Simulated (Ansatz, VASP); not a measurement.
## ZnRhSe3 in VASP and in Ansatz

```xyz
5
Lattice="4.8798 0.0000 0.0000 0.0000 4.8798 0.0000 0.0000 0.0000 4.8798" Properties=species:S:1:pos:R:3 pbc="T T T"
Zn    0.0000    0.0000    0.0000
Rh    2.4399    2.4399    2.4399
Se    0.0000    2.4399    2.4399
Se    2.4399    0.0000    2.4399
Se    2.4399    2.4399    0.0000
```

Alike in both runs: task relaxation of cell and atoms; functional PBE; k mesh 4 × 4 × 4; occupations gaussian, width 0.1 eV; collinear spin.

|  | VASP | Ansatz |
| --- | --- | --- |
| version | VASP 6.6.1 | Ansatz 0.2.0 |
| potentials or method | VASP PAW PBE potentials, release 64 (Zn, Rh_pv, Se), cutoff 600 eV | scalar-relativistic, plane waves, PAW |
| valence electrons in the cell | 45 | 77 |

VASP gave:

| Item | Value |
| --- | --- |
| gap on the k mesh at the Fermi level, each at its own relaxed structure (eV) | none |
| net moment per atom (μB) | 0.00 |
| size of the moment on the site where the two differ most (μB) | 0.00 |
| relaxed volume (Å³/atom) | 23.75 |
| relaxed length of the cell vector where the two differ most in proportion (Å) | 4.915 |

**Question.** Which values does Ansatz return?

**Answer.** gap on the k mesh at the Fermi level, each at its own relaxed structure (eV): none; net moment per atom (μB): 0.09; size of the moment on the site where the two differ most (μB): 0.11; relaxed volume (Å³/atom): 23.76; relaxed length of the cell vector where the two differ most in proportion (Å): 4.916.

Site moments also hang on the region over which each program counts them. A gap of «none» marks a metal or a gap that the smearing closes. VASP's potentials hold 45 valence electrons a cell and Ansatz's 77, so a difference there can come from the potentials and not from the codes.
